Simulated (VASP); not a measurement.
A run of VASP 6.6.1 is set up as follows.

INCAR

```
SYSTEM = Al
PREC     = Accurate       ! precision mode
ENCUT    = 520            ! plane-wave cutoff, eV
EDIFF    = 1E-6           ! SCF threshold, eV
ISMEAR   = -1             ! smearing method
SIGMA    = 0.05           ! smearing width, eV
LREAL    = .False.        ! projectors in reciprocal space
LASPH    = .True.         ! aspherical terms in the spheres
NELM     = 80             ! most SCF steps
ALGO     = Normal         ! electronic algorithm
ISIF     = 2              ! what is computed and relaxed
LWAVE    = .False.        ! write WAVECAR
LCHARG   = .True.         ! write CHGCAR
GGA      = PS             ! functional
LELF     = .True.         ! ELF
LVHAR    = .True.       
NBANDS   = 8              ! bands
```

The input KPOINTS:

```
regular mesh
0
Gamma
  14 14 14
  0 0 0
```

Contents of POSCAR:

```
Al
1.0
    0.0404796000      2.0442198000      2.0442198000
    2.0442198000      0.0404796000      2.0442198000
    2.0442198000      2.0442198000      0.0404796000
Al
1
Direct
    0.0000000000      0.0000000000      0.0000000000
```

Potentials or basis: VASP PAW PBE potentials, release 64 (Al).

Command:

```console
$ cat potpaw_PBE.64/Al/POTCAR > POTCAR
$ mpirun -np 1 vasp_std > vasp.out
```

Question: Predict the pressure.

Answer: -1.9 GPa.

Stress tensor (GPa, compression positive):
```
-1.91 -0.19 -0.19
-0.19 -1.91 -0.19
-0.19 -0.19 -1.91
```

Caveat: the cell differs from its parent crystal (equal xy, yz and zx shear strains of +2 %); the PAW data sets were made with another functional, which shifts forces and pressure a little.
